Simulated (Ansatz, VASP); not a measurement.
**C in VASP and in Ansatz**

File INCAR:

```
SYSTEM = C
PREC = Accurate
ENCUT = 520
EDIFF = 1E-6
ISMEAR = 0
SIGMA = 0.15
LREAL = .FALSE.
LASPH = .TRUE.
NELM = 100
ALGO = Normal
ISIF = 2
LWAVE = .FALSE.
LCHARG = .FALSE.
GGA = PE
NBANDS = 16
```

File KPOINTS:

```
regular mesh
0
G
  18 18 6
  0 0 0
```

File POSCAR:

```
C
1.0
    2.4665231295      0.0000000000      0.0000000000
   -1.2332615647      2.1360716891      0.0000000000
    0.0000000000      0.0000000000      8.5653080463
C
4
Direct
    0.0666397546      0.1332795093      0.0025000000
   -0.0666397546     -0.1332795093      0.5025000000
    0.3999743551      0.7999487103      0.0025000000
    0.6000256449      0.2000512897      0.5025000000
```

Input for Ansatz:

```yaml
crystal:
  lattice:
    - [2.4665231295, 0.0, 0.0]
    - [-1.2332615647, 2.1360716891, 0.0]
    - [0.0, 0.0, 8.5653080463]
  atoms:
    - { symbol: C, position: [0.0666397546, 0.1332795093, 0.0025] }
    - { symbol: C, position: [-0.0666397546, -0.1332795093, 0.5025] }
    - { symbol: C, position: [0.3999743551, 0.7999487103, 0.0025] }
    - { symbol: C, position: [0.6000256449, 0.2000512897, 0.5025] }
basis:
  ecutwfc: 520.0
kpoints:
  mp_grid: { grid: [18, 18, 6] }
hamiltonian:
  xc: pbe
  pseudopotentials: { kind: paw, azcp: { folder: soft_1 } }
scf:
  occupations: { method: gaussian, width: 0.15 }
output:
  forces: true
  stress: true
  eigenvalues: true
  write_density: true
  write_potential: true
  elf: true
  volumetric_format: npy
```

Change from the starting cell: mode 4 frozen in at +0.000 Å and mode 5 at +0.285 Å (largest displacements).

Alike in both runs: task single point; functional PBE; k mesh 18 × 18 × 6; occupations gaussian, width 0.15 eV; no spin polarisation.

```csv
,VASP,Ansatz
version,VASP 6.6.1,Ansatz 0.2.0
potentials or method,"VASP PAW PBE potentials, release 64 (C), cutoff 520 eV","scalar-relativistic, plane waves, PAW"
valence electrons in the cell,16,16
```

|  | VASP | Ansatz | Ansatz less VASP |
| --- | --- | --- | --- |
| gap on the k mesh at the Fermi level (eV) | none | none | - |
| pressure (GPa) | 0.4 | 0.0 | -0.35 |
| traceless stress, the component that is largest in VASP (GPa) | -0.38 | 0.03 | +0.417 |

A gap of «none» marks a metal or a gap that the smearing closes.
